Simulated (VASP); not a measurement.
Write the native input for VASP 6.6.1 that does the following.

```
Task                   : single point
Functional             : PBE
Dispersion             : D3(BJ)
Potentials or basis    : VASP PAW PBE potentials, release 64 (Cl)
Cutoff                 : 520 eV
k mesh                 : 1 × 1 × 1
Occupations            : fermi-dirac, width 0.02 eV
Spin                   : no spin polarisation
Dipole correction      : no
Further INCAR settings : LREAL = Auto; ALGO = Normal; EDIFF = 1e-06; NBANDS = 70
```

The structure of Cl lies in POSCAR:

```
Cl
1.0
    8.4343270000      0.0000000000      0.0000000000
    0.0000000000      8.4343270000      0.0000000000
    0.0000000000      0.0000000000      8.4343270000
Cl
16
Direct
    0.8019134188      0.3699998826      1.1516864357
    0.9961790668      0.2907997283      1.0302303906
    0.3500457120     -0.1159902859     -0.0282535880
    0.4292814353     -0.1082362588     -0.2570922375
    0.3411534791      0.6206778561      0.3451846247
    0.2562860084      0.7787106191      0.4781531473
    0.6742090981      0.9453036383      0.0899182590
    0.9057272738      0.9328782249      0.0171560813
    0.5556104239      0.0433466713      0.4756988910
    0.4292577226      0.2483778492      0.5080191935
    1.1175876866      0.1677075124      0.6980284260
    0.8931714409      0.2019129683      0.5864842565
    0.3415210247      0.2845751653     -0.0500691994
    0.3865512921      0.5072129644     -0.1267439595
    0.6670360303      0.5624989403      0.6030119534
    0.7687394620      0.7300523207      0.7460109147
```

The input as run:

INCAR

```
SYSTEM = Cl
ALGO     = Normal         ! electronic algorithm
EDIFF    = 1E-6           ! SCF threshold, eV
ENCUT    = 520            ! plane-wave cutoff, eV
GGA      = PE             ! functional
ISIF     = 2              ! what is computed and relaxed
ISMEAR   = -1             ! smearing method
IVDW     = 12             ! dispersion correction
LASPH    = .True.         ! aspherical terms in the spheres
LCHARG   = .False.        ! write CHGCAR
LREAL    = Auto         
LWAVE    = .False.        ! write WAVECAR
NBANDS   = 70             ! bands
NELM     = 80             ! most SCF steps
PREC     = Accurate       ! precision mode
SIGMA    = 0.02           ! smearing width, eV
```

KPOINTS

```
k-points
0
Gamma
  1 1 1
  0 0 0
```

Potentials or basis: VASP PAW PBE potentials, release 64 (Cl).

Command:

```console
$ cat potpaw_PBE.64/Cl/POTCAR > POTCAR
$ mpirun -np 1 vasp_gam > vasp.out
```

It gave:

- Pressure: 0.2 GPa
- Largest force: 2.762 eV/Å
- Band gap on the k mesh: 1.55 eV
- Dispersion energy per atom: -0.113 eV

Caveat: the k points lie up to 0.74 Å⁻¹ apart.

It took 28 s on 1 thread of Intel(R) Xeon(R) 6975P-C (Granite Rapids) (shared host), peak memory 0.5 GiB.
